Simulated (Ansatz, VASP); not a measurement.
# One calculation of Si4N, two programs

```
CELL_PARAMETERS angstrom
3.83334 0.00000 0.00000
0.00000 3.83334 0.00000
0.00000 0.00000 21.10348
ATOMIC_POSITIONS crystal
Si 0.00000 0.50000 0.18954
Si 0.00000 0.00000 0.25376
Si 0.50000 0.00000 0.32071
Si 0.50000 0.50000 0.38399
N 0.75000 0.87500 0.52614
```

Alike in both runs: task single point; functional PBE; dispersion D3(BJ); k mesh 7 × 7 × 1; occupations gaussian, width 0.05 eV; collinear spin.

```csv
,VASP,Ansatz
version,VASP 6.6.1,Ansatz 0.2.0
potentials or method,"VASP PAW PBE potentials, release 64 (Si, N), cutoff 520 eV","scalar-relativistic, plane waves, PAW"
valence electrons in the cell,21,21
```

|  | VASP | Ansatz | Ansatz less VASP |
| --- | --- | --- | --- |
| gap on the k mesh at the Fermi level (eV) | none | none | - |
| rms of the force components (eV/Å) | 0.070 | 0.070 | +0.0002 |
| net moment per atom (μB) | 0.54 | 0.54 | 0.000 |
| size of the moment on the site where the two differ most (μB) | 1.90 | 2.79 | +0.885 |

Site moments also hang on the region over which each program counts them. Atom by atom the forces differ by 0.002 eV/Å (rms over components). A gap of «none» marks a metal or a gap that the smearing closes.
